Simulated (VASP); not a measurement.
# Pb (P6_3/mmc) in VASP: settings compared

Pb is run at these levels: PBEsol, PBE, RPBE; tasks: single point.

Program: VASP 6.6.1. These are calculated values, not measurements. Logs are shortened: lines on timing, memory, paths and dates and some standing lists are left out, and cuts for length are marked.

## (1) The cell of the first run

The structure is hexagonal, space group P6_3/mmc (No. 194). The conventional cell has a = 3.480 Å, b = 3.480 Å, c = 5.590 Å, α = 90.00°, β = 90.00°, γ = 120.00°. Within 4.5 Å of Pb (site symmetry -6m2) lie 12 Pb at 3.44 to 3.48 Å.

## (2) Single point, PBEsol

File INCAR:

```
SYSTEM = Pb
PREC     = Accurate       ! precision mode
ENCUT    = 520            ! plane-wave cutoff, eV
EDIFF    = 1E-7           ! SCF threshold, eV
ISMEAR   = -1             ! smearing method
SIGMA    = 0.05           ! smearing width, eV
LREAL    = .False.        ! projectors in reciprocal space
LASPH    = .True.         ! aspherical terms in the spheres
NELM     = 80             ! most SCF steps
ALGO     = Fast           ! electronic algorithm
ISIF     = 2              ! what is computed and relaxed
LWAVE    = .False.        ! write WAVECAR
LCHARG   = .False.        ! write CHGCAR
GGA      = PS             ! functional
NBANDS   = 21             ! bands
```

File KPOINTS:

```
regular mesh
0
Gamma
  9 9 5
  0 0 0
```

File POSCAR:

```
Pb
1.0
    3.4800000000      0.0000000000      0.0000000000
   -1.7400000000      3.0137684052      0.0000000000
    0.0000000000      0.0000000000      5.5900000000
Pb
2
Direct
    0.6666666667      0.3333333333      0.7500000000
    0.3333333333      0.6666666667      0.2500000000
```

Potentials or basis: VASP PAW PBE potentials, release 64 (Pb_d).

Run with:

```
$ cat potpaw_PBE.64/Pb_d/POTCAR > POTCAR
$ mpirun -np 1 vasp_std > vasp.out
```

OUTCAR:

```text
SYSTEM = Pb
   PREC = Accurate
   ENCUT = 520
   EDIFF = 1E-7
   ISMEAR = -1
   LREAL = .False.
   LASPH = .True.
   NELM = 80
   ISIF = 2
   GGA = PS

 ion  position               nearest neighbor table
   1  0.667  0.333  0.750-   2 3.44   2 3.44   2 3.44   2 3.44   2 3.44   2 3.44
   2  0.333  0.667  0.250-   1 3.44   1 3.44   1 3.44   1 3.44   1 3.44   1 3.44

  LATTYP: Found a hexagonal cell.
 ALAT       =     3.4800000000
 C/A-ratio  =     1.6063218391

  Lattice vectors:

 A1 = (   3.4800000000,   0.0000000000,   0.0000000000)
 A2 = (  -1.7400000000,   3.0137684052,   0.0000000000)
 A3 = (   0.0000000000,   0.0000000000,   5.5900000000)

Analysis of symmetry for initial positions (statically):
=====================================================================
 Subroutine PRICEL returns:
 Original cell was already a primitive cell.

 Routine SETGRP: Setting up the symmetry group for a
 hexagonal supercell.

 Subroutine GETGRP returns: Found 24 space group operations
 (whereof 12 operations were pure point group operations)
 out of a pool of 24 trial point group operations.

The static configuration has the point symmetry D_3d.
 The point group associated with its full space group is D_6h.

Analysis of symmetry for dynamics (positions and initial velocities):
=====================================================================
 Subroutine PRICEL returns:
 Original cell was already a primitive cell.

 Routine SETGRP: Setting up the symmetry group for a
 hexagonal supercell.

 Subroutine GETGRP returns: Found 24 space group operations
 (whereof 12 operations were pure point group operations)
 out of a pool of 24 trial point group operations.

The dynamic configuration has the point symmetry D_3d.
 The point group associated with its full space group is D_6h.

 Subroutine INISYM returns: Found 24 space group operations
 (whereof 12 operations are pure point group operations),
 and found     1 'primitive' translations

----------------------------------------------------------------------------------------

                                     Primitive cell

  volume of cell :      58.6274

  direct lattice vectors                    reciprocal lattice vectors
     3.480000000  0.000000000  0.000000000     0.287356322  0.165905250  0.000000000
    -1.740000000  3.013768405  0.000000000     0.000000000  0.331810500  0.000000000
     0.000000000  0.000000000  5.590000000     0.000000000  0.000000000  0.178890877

  length of vectors
[... 81 lines left out ...]
   NELM   =     80;   NELMIN=  2; NELMDL= -5     # of ELM steps
   EDIFF  = 0.1E-06   stopping-criterion for ELM
   LREAL  =      F    real-space projection
   EDIFFG = 0.1E-05   stopping-criterion for IOM
   NSW    =      0    number of steps for IOM
   IBRION =     -1    ionic relax: 0-MD 1-quasi-New 2-CG
   NFREE  =      0    steps in history (QN), initial steepest desc. (CG)
   ISIF   =      2    stress and relaxation
   ISYM   =      2    0-nonsym 1-usesym 2-fastsym
   POTIM  = 0.5000    time-step for ionic-motion
   TEBEG  =    0.0;   TEEND  =   0.0 temperature during run
   PSTRESS=    0.0 pullay stress
   NELECT =      28.0000    total number of electrons
   NUPDOWN=      -1.0000    fix difference up-down
   EMIN   =  10.00;   EMAX   =-10.00  energy-range for DOS
   EFERMI =   0.00;   METHOD = LEGACY
   ISMEAR =    -1;   SIGMA  =   0.05  broadening in eV -4-tet -1-fermi 0-gaus
   EFERMI_NEDOS =   21; number of points for ismear=-14 and -15
   IALGO  =     68    algorithm
   IMIX   =      4    mixing-type and parameters
     AMIX     =   0.40;   BMIX     =  1.00
     AMIX_MAG =   1.60;   BMIX_MAG =  1.00
  volume/ion in A,a.u.               =      29.31       197.82
  Fermi-wavevector in a.u.,A,eV,Ry     =   1.279658  2.418203 22.279870  1.637524
  Thomas-Fermi vector in A             =   2.412131
   LORBIT       =      0    0 simple, 1 ext, 2 COOP (PROOUT), +10 PAW based schemes
   GGA     = PS    functional components
   LHFCALC =     F    Hartree Fock is set to
   AEXX    =    0.0000 exact exchange contribution
   IVDW    =     0    specifies the selected vdW correction
   LEPSILON=     F    determine dielectric tensor
   LRPA    =     F    only Hartree local field effects (RPA)
 non-spin polarized calculation
 RMM-DIIS sequential band-by-band and
  energy-cutoff  :      520.00
  volume of cell :       58.63
 maximum number of plane-waves:      1595
 NGX is ok and might be reduce to    28
   NGX = 13   NGY = 13   NGZ = 21

 number of electron      28.0000005 magnetization

 Free energy of the ion-electron system (eV)
  ---------------------------------------------------
  ext. energy  EPLUGINS =         0.00000000
  ---------------------------------------------------
  free energy    TOTEN  =        -7.94596997 eV

  energy without entropy =       -7.93539706  energy(sigma->0) =       -7.94068351

 E-fermi :   7.4387     XC(G=0): -10.5064

 val. band max:        7.4378919885   @ k =   0.3333   0.1111   0.2000
 cond. band min:       7.5167978767   @ k =   0.2222   0.1111   0.4000
 fundamental gap:      0.0789058882
 Fermi energy:         7.4386973401

 k-point     1 :       0.0000    0.0000    0.0000
  band No.  band energies     occupation
      1      -9.5662      2.00000
      2      -9.5162      2.00000
      3      -9.5162      2.00000
      4      -9.5147      2.00000
      5      -9.4910      2.00000
      6      -9.4910      2.00000
[... 565 lines left out ...]
     20      20.1359      0.00000
     21      20.1398      0.00000

 [... further k-points ...]

------------------------ aborting loop because EDIFF is reached ----------------------------------------

  FORCE on cell =-STRESS in cart. coord.  units (eV):
  Direction    XX          YY          ZZ          XY          YZ          ZX
  --------------------------------------------------------------------------------------
  -------------------------------------------------------------------------------------
  Total       -0.1015020     -0.1015020      1.2862929     -0.0000000      0.0000000      0.0000000
  in kB       -2.7738580     -2.7738580     35.1519580     -0.0000000      0.0000000      0.0000000
  external PRESSURE =       9.8680807 kB  Pullay stress =       0.0000000 kB

 VOLUME and BASIS-vectors are now :
 -----------------------------------------------------------------------------
  energy-cutoff  :      520.00
  volume of cell :       58.63
      direct lattice vectors                 reciprocal lattice vectors
     3.480000000  0.000000000  0.000000000     0.287356322  0.165905250  0.000000000
    -1.740000000  3.013768405  0.000000000     0.000000000  0.331810500  0.000000000
     0.000000000  0.000000000  5.590000000     0.000000000  0.000000000  0.178890877

 POSITION                                       TOTAL-FORCE (eV/Angst)
 -----------------------------------------------------------------------------------
      1.74000      1.00459      4.19250         0.000000     -0.000000      0.000000
     -0.00000      2.00918      1.39750        -0.000000      0.000000      0.000000
 -----------------------------------------------------------------------------------
    total drift:                               -0.000000      0.000000      0.000000

  FREE ENERGIE OF THE ION-ELECTRON SYSTEM (eV)
  ---------------------------------------------------
  free  energy   TOTEN  =        -7.9459699659 eV

  energy  without entropy=       -7.9353970614  energy(sigma->0) =       -7.94068351
```

Run time: 87 s. Hardware: 1 thread of Intel Xeon 8259CL, shared host; peak memory 0.19 GiB.

What came out:

- Free energy: -7.9460 eV
- Pressure: 1.0 GPa
- Band gap on the k mesh: zero (band 14 reaches 13.20 eV, above the bottom of band 15 at 5.43 eV)

Levels at points of the mesh, in eV from the Fermi level:
```csv
k point,band 10,band 11,band 12,band 13,band 14,band 15,band 16,band 17,band 18,band 19
"(0.00, 0.00, 0.00)",-16.68,-11.96,-7.98,-4.29,5.60,5.60,7.51,7.51,8.19,8.80
```

Caveat: the PAW data sets were made with another functional, which shifts forces and pressure a little; spin-orbit coupling is left out, which moves the levels of the heavy elements.

## (3) Single point, PBE

File INCAR:

```
SYSTEM = Pb
PREC = Accurate
ENCUT = 520
EDIFF = 1E-6
ISMEAR = 0
SIGMA = 0.05
LREAL = .False.
LASPH = .True.
NELM = 100
ALGO = Normal
ISIF = 2
LWAVE = .False.
LCHARG = .False.
GGA = PE
NBANDS = 21
```

File KPOINTS:

```
Automatic mesh
0
Gamma
  9 9 5
  0 0 0
```

POSCAR is that of step 2.

Potentials or basis: VASP PAW PBE potentials, release 64 (Pb_d).

Run with:

```
$ cat potpaw_PBE.64/Pb_d/POTCAR > POTCAR
$ mpirun -np 1 vasp_std > vasp.out
```

It took 43 s on 1 thread of Intel Xeon 8259CL, shared host; peak memory 0.18 GiB.

Results (log left out):

```yaml
Free_energy: -7.0099 eV
Pressure: 4.0 GPa
Band_gap_on_the_k_mesh: zero (band 14 reaches 13.40 eV, above the bottom of band 15 at 5.62 eV)
```

Stress tensor (GPa, compression positive):
```
2.55 0.00 0.00
0.00 2.55 0.00
0.00 0.00 6.83
```

Levels at points of the mesh, in eV from the Fermi level:
```
           k point  band 12  band 13  band 14  band 15  band 16  band 17
(0.00, 0.00, 0.00)    -7.99    -4.30     5.59     5.59     7.49     7.49
```

Caveat: spin-orbit coupling is left out, which moves the levels of the heavy elements.

## (4) Single point, RPBE

File INCAR:

```
ALGO = Normal ; EDIFF = 1E-7
ENCUT = 520 ; GGA = RP
ISIF = 2 ; ISMEAR = 0
LASPH = True ; LCHARG = False
LREAL = False ; LWAVE = False
NBANDS = 21 ; NELM = 80
PREC = Accurate ; SIGMA = 0.1
```

File KPOINTS:

```
k-points
0
Gamma
  9 9 5
```

POSCAR is that of step 3.

Potentials or basis: VASP PAW PBE potentials, release 64 (Pb_d).

Run with:

```
$ cat potpaw_PBE.64/Pb_d/POTCAR > POTCAR
$ mpirun -np 1 vasp_std > vasp.out
```

OUTCAR:

```text
EDIFF = 1E-7
   ENCUT = 520
   GGA = RP
   ISIF = 2
   ISMEAR = 0
   LASPH = True
   LREAL = False
   NELM = 80
   PREC = Accurate

 ion  position               nearest neighbor table
   1  0.667  0.333  0.750-   2 3.44   2 3.44   2 3.44   2 3.44   2 3.44   2 3.44
   2  0.333  0.667  0.250-   1 3.44   1 3.44   1 3.44   1 3.44   1 3.44   1 3.44

  LATTYP: Found a hexagonal cell.
 ALAT       =     3.4800000000
 C/A-ratio  =     1.6063218391

  Lattice vectors:

 A1 = (   3.4800000000,   0.0000000000,   0.0000000000)
 A2 = (  -1.7400000000,   3.0137684052,   0.0000000000)
 A3 = (   0.0000000000,   0.0000000000,   5.5900000000)

Analysis of symmetry for initial positions (statically):
=====================================================================
 Subroutine PRICEL returns:
 Original cell was already a primitive cell.

 Routine SETGRP: Setting up the symmetry group for a
 hexagonal supercell.

 Subroutine GETGRP returns: Found 24 space group operations
 (whereof 12 operations were pure point group operations)
 out of a pool of 24 trial point group operations.

The static configuration has the point symmetry D_3d.
 The point group associated with its full space group is D_6h.

Analysis of symmetry for dynamics (positions and initial velocities):
=====================================================================
 Subroutine PRICEL returns:
 Original cell was already a primitive cell.

 Routine SETGRP: Setting up the symmetry group for a
 hexagonal supercell.

 Subroutine GETGRP returns: Found 24 space group operations
 (whereof 12 operations were pure point group operations)
 out of a pool of 24 trial point group operations.

The dynamic configuration has the point symmetry D_3d.
 The point group associated with its full space group is D_6h.
[... 105 lines left out ...]
   ISIF   =      2    stress and relaxation
   ISYM   =      2    0-nonsym 1-usesym 2-fastsym
   POTIM  = 0.5000    time-step for ionic-motion
   TEBEG  =    0.0;   TEEND  =   0.0 temperature during run
   PSTRESS=    0.0 pullay stress
   NELECT =      28.0000    total number of electrons
   NUPDOWN=      -1.0000    fix difference up-down
   EMIN   =  10.00;   EMAX   =-10.00  energy-range for DOS
   EFERMI =   0.00;   METHOD = LEGACY
   ISMEAR =     0;   SIGMA  =   0.10  broadening in eV -4-tet -1-fermi 0-gaus
   EFERMI_NEDOS =   21; number of points for ismear=-14 and -15
   IALGO  =     38    algorithm
   IMIX   =      4    mixing-type and parameters
     AMIX     =   0.40;   BMIX     =  1.00
     AMIX_MAG =   1.60;   BMIX_MAG =  1.00
  volume/ion in A,a.u.               =      29.31       197.82
  Fermi-wavevector in a.u.,A,eV,Ry     =   1.279658  2.418203 22.279870  1.637524
  Thomas-Fermi vector in A             =   2.412131
   LORBIT       =      0    0 simple, 1 ext, 2 COOP (PROOUT), +10 PAW based schemes
   GGA     = RP    functional components
   LHFCALC =     F    Hartree Fock is set to
   AEXX    =    0.0000 exact exchange contribution
   IVDW    =     0    specifies the selected vdW correction
   LEPSILON=     F    determine dielectric tensor
   LRPA    =     F    only Hartree local field effects (RPA)
 non-spin polarized calculation
 Gauss-broadening in eV      SIGMA  =   0.10
  energy-cutoff  :      520.00
  volume of cell :       58.63
 maximum number of plane-waves:      1595
 NGX is ok and might be reduce to    28
   NGX = 13   NGY = 13   NGZ = 21

 number of electron      28.0000005 magnetization

 Free energy of the ion-electron system (eV)
  ---------------------------------------------------
  ext. energy  EPLUGINS =         0.00000000
  ---------------------------------------------------
  free energy    TOTEN  =        -6.18087161 eV

  energy without entropy =       -6.17499134  energy(sigma->0) =       -6.17793147

 E-fermi :   7.7649     XC(G=0): -10.2545

 val. band max:        7.7614253193   @ k =   0.3333   0.1111   0.2000
 cond. band min:       7.8450029103   @ k =   0.2222   0.1111   0.4000
 fundamental gap:      0.0835775910
 Fermi energy:         7.7648544917

 k-point     1 :       0.0000    0.0000    0.0000
  band No.  band energies     occupation
      1      -9.4063      2.00000
      2      -9.3617      2.00000
      3      -9.3617      2.00000
      4      -9.3577      2.00000
      5      -9.3371      2.00000
      6      -9.3371      2.00000
[... 565 lines left out ...]
     20      20.4335      0.00000
     21      20.4336      0.00000

 [... further k-points ...]
[... 5 lines left out ...]
  --------------------------------------------------------------------------------------
  -------------------------------------------------------------------------------------
  Total        1.6072772      1.6072772      3.0767505      0.0000000      0.0000000      0.0000000
  in kB       43.9238529     43.9238529     84.0817878      0.0000000      0.0000000      0.0000000
  external PRESSURE =      57.3098312 kB  Pullay stress =       0.0000000 kB

 VOLUME and BASIS-vectors are now :
 -----------------------------------------------------------------------------
  energy-cutoff  :      520.00
  volume of cell :       58.63
      direct lattice vectors                 reciprocal lattice vectors
     3.480000000  0.000000000  0.000000000     0.287356322  0.165905250  0.000000000
    -1.740000000  3.013768405  0.000000000     0.000000000  0.331810500  0.000000000
     0.000000000  0.000000000  5.590000000     0.000000000  0.000000000  0.178890877

 POSITION                                       TOTAL-FORCE (eV/Angst)
 -----------------------------------------------------------------------------------
      1.74000      1.00459      4.19250        -0.000000     -0.000000      0.000000
     -0.00000      2.00918      1.39750         0.000000      0.000000      0.000000
 -----------------------------------------------------------------------------------
    total drift:                               -0.000000      0.000000      0.000000

  FREE ENERGIE OF THE ION-ELECTRON SYSTEM (eV)
  ---------------------------------------------------
  free  energy   TOTEN  =        -6.1808716077 eV

  energy  without entropy=       -6.1749913385  energy(sigma->0) =       -6.17793147
```

OSZICAR:

```text
N       E                     dE             d eps       ncg     rms          rms(c)
DAV:   1     0.298381936920E+03    0.29838E+03   -0.14235E+04  1512   0.164E+03
DAV:   2     0.152677224168E+02   -0.28311E+03   -0.27697E+03  1527   0.413E+02
DAV:   3    -0.552068291622E+01   -0.20788E+02   -0.20558E+02  1870   0.138E+02
DAV:   4    -0.616690882587E+01   -0.64623E+00   -0.64593E+00  1811   0.272E+01
DAV:   5    -0.619965277538E+01   -0.32744E-01   -0.32743E-01  2093   0.566E+00    0.752E-01
DAV:   6    -0.618479422602E+01    0.14859E-01   -0.31312E-02  2123   0.232E+00    0.392E-01
DAV:   7    -0.618083838764E+01    0.39558E-02   -0.12640E-02  2102   0.152E+00    0.126E-01
DAV:   8    -0.618087860548E+01   -0.40218E-04   -0.12706E-03  2011   0.445E-01    0.148E-02
DAV:   9    -0.618087235989E+01    0.62456E-05   -0.56194E-05  2109   0.113E-01    0.810E-03
DAV:  10    -0.618087131652E+01    0.10434E-05   -0.52890E-06  2114   0.256E-02    0.124E-03
DAV:  11    -0.618087167067E+01   -0.35415E-06   -0.74747E-07  2077   0.114E-02    0.806E-04
DAV:  12    -0.618087160773E+01    0.62940E-07   -0.83737E-08  1091   0.507E-03
   1 F= -.61808716E+01 E0= -.61779315E+01  d E =-.588027E-02
```

Run time: 60 s. Hardware: 1 thread of Intel Xeon 8259CL, shared host; peak memory 0.19 GiB.

What came out:

```
Free energy            : -6.1809 eV
Pressure               : 5.7 GPa
Band gap on the k mesh : zero (band 14 reaches 13.55 eV, above the bottom of band 15 at 5.75 eV)
```

Caveat: the PAW data sets were made with another functional, which shifts forces and pressure a little; spin-orbit coupling is left out, which moves the levels of the heavy elements.

## (5) The runs side by side

```csv
level,smearing,gap on the mesh (eV),pressure (GPa)
PBEsol,fermi-dirac 0.05 eV,none,1.0
PBE,gaussian 0.05 eV,none,4.0
RPBE,gaussian 0.1 eV,none,5.7
```

Alike in all rows: task single point; potentials or basis VASP PAW PBE potentials, release 64 (Pb_d); no spin polarisation; cell as given; k mesh 9 × 9 × 5; cutoff (eV) 520.

Every run on the cell as given and a fine mesh finds a metal. The pressure there spans 1.0 GPa (PBEsol) to 5.7 GPa (RPBE); a positive pressure means that this level wants a larger cell, a negative one a smaller.

Caveats: spin-orbit coupling is left out, which moves the levels of the heavy elements; the PAW data sets were made with another functional, which shifts forces and pressure a little (some runs).

Absolute energies hang on the potentials; compare differences alone.
